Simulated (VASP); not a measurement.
Set up this calculation in VASP 6.6.1, as the native input.

```yaml
Task: single point
Functional: PBEsol
Potentials_or_basis: VASP PAW PBE potentials, release 64 (Sn_d, O)
Cutoff: 520 eV
k_mesh: 12 × 12 × 12
Occupations: gaussian, width 0.05 eV
Spin: no spin polarisation
Dipole_correction: no
Further_INCAR_settings: ALGO = Normal; EDIFF = 1e-06; NBANDS = 20
```

The structure of SnO2 lies in POSCAR:

```
SnO2
1.0
    1.6334330255      0.9430629970      4.4873826809
   -1.6334330255      0.9430629970      4.4873826809
    0.0000000000     -1.8861259940      4.4873826809
Sn O
1 2
Direct
    0.5000000000      0.5000000000      0.5000000000
    0.2223917300      0.2223917300      0.2223917300
    0.7776082700      0.7776082700      0.7776082700
```

One way to write it, as run:

INCAR

```
SYSTEM = SnO2
ALGO = Normal
EDIFF = 1E-6
ENCUT = 520
GGA = PS
ISIF = 2
ISMEAR = 0
LASPH = .TRUE.
LCHARG = .FALSE.
LREAL = .FALSE.
LWAVE = .FALSE.
NBANDS = 20
NELM = 100
PREC = Accurate
SIGMA = 0.05
```

KPOINTS

```
k-points
0
G
  12 12 12
  0 0 0
```

Potentials or basis: VASP PAW PBE potentials, release 64 (Sn_d, O).

Launch:

```bash
$ cat potpaw_PBE.64/Sn_d/POTCAR potpaw_PBE.64/O/POTCAR > POTCAR
$ mpirun -np 1 vasp_std > vasp.out
```

Results of the run:

```
Pressure               : 17.2 GPa
Largest force          : 3.167 eV/Å
Band gap on the k mesh : 1.89 eV, indirect (least direct gap 2.89 eV)
```

Caveat: the PAW data sets were made with another functional, which shifts forces and pressure a little; spin-orbit coupling is left out, which moves the levels of the heavy elements.

Wall time 2.3 min on 1 thread of Intel(R) Xeon(R) Platinum 8375C CPU @ 2.90GHz (Ice Lake), with other jobs on the host, peak memory 0.3 GiB.
